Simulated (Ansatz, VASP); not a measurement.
LiRe3: VASP beside Ansatz

```xyz
8
Lattice="5.3766 0.0000 0.0000 -2.6883 4.6563 0.0000 0.0000 0.0000 4.4572" Properties=species:S:1:pos:R:3 pbc="T T T"
Li    0.0000    3.1042    1.1143
Li    2.6883    1.5521    3.3429
Re    2.6883    3.0747    1.1143
Re   -1.3186    3.8655    3.3429
Re    1.3697    0.7908    1.1143
Re    0.0000    1.5816    3.3429
Re    4.0069    0.7908    1.1143
Re    1.3186    3.8655    3.3429
```

Alike in both runs: functional PBE; k mesh 6 × 6 × 4; occupations gaussian, width 0.1 eV; no spin polarisation.

Ansatz relaxed the structure, and its values are those at the end. VASP's run is a single point on that final structure, the one shown.

```csv
,VASP,Ansatz
version,VASP 6.6.1,Ansatz 0.2.0
potentials or method,"VASP PAW PBE potentials, release 64 (Li_sv, Re), cutoff 520 eV","scalar-relativistic, plane waves, PAW"
valence electrons in the cell,48,96
```

VASP gave:

```
gap on the k mesh at the Fermi level (eV) : none
rms of the force components (eV/Å)        : 0.019
```

Question: Which values does Ansatz return?

Answer: gap on the k mesh at the Fermi level (eV): none; rms of the force components (eV/Å): 0.001.

A gap of «none» marks a metal or a gap that the smearing closes. The functional is the same, so the differences come from potentials, cutoffs and numerics. VASP's potentials hold 48 valence electrons a cell and Ansatz's 96, so a difference there can come from the potentials and not from the codes.

Spin-orbit coupling is off throughout. Noted on VASP's run: the cutoff is short for stress, so the pressure is rough.
